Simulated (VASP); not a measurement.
Runs of VASP 6.6.1 on CsCl. It takes space group Pm-3m (No. 221, cubic). Conventional cell: a = 4.137 Å, b = 4.137 Å, c = 4.137 Å, α = 90.00°, β = 90.00°, γ = 90.00°. Within 4.7 Å of Cs (site symmetry m-3m) lie 8 Cl at 3.58 Å and 6 Cs at 4.14 Å. Within 4.7 Å of Cl (site symmetry m-3m) lie 8 Cs at 3.58 Å and 6 Cl at 4.14 Å. 

```csv
level,cutoff (eV),smearing,grid for exact exchange (PRECFOCK),share of exact exchange,screening parameter,gap on the mesh (eV),pressure (GPa)
r2SCAN,550,gaussian 0.5 eV,-,-,-,5.91,0.1
r2SCAN,550,methfessel-paxton 0.05 eV,-,-,-,5.91,0.1
r2SCAN,550,methfessel-paxton 0.5 eV,-,-,-,5.92,(a)
r2SCAN,550,gaussian 0.01 eV,-,-,-,5.91,0.1
HSE06,400,gaussian 0.01 eV,Normal,0.25,0.2079 1/Å,6.53,(b)
PBE-based screened hybrid with 100 % exact exchange,400,gaussian 0.01 eV,Normal,1,0.2078 1/Å,10.65,-0.8
r2SCAN,550,tetrahedron,-,-,-,5.91,0.1
```

Alike in all rows: task single point; potentials or basis VASP PAW PBE potentials, release 64 (Cs_sv, Cl); no spin polarisation; cell as given; k mesh 4 × 4 × 4.

Estimate the missing entries.

(a) 0.0; (b) 0.5.

Caveats: the PAW data sets were made with another functional, which shifts forces and pressure a little; spin-orbit coupling is left out, which moves the levels of the heavy elements; so wide a smearing shifts energies and pressures (at least some runs).

A k mesh can miss the band edges, and the runs leave out spin-orbit coupling on Cs.
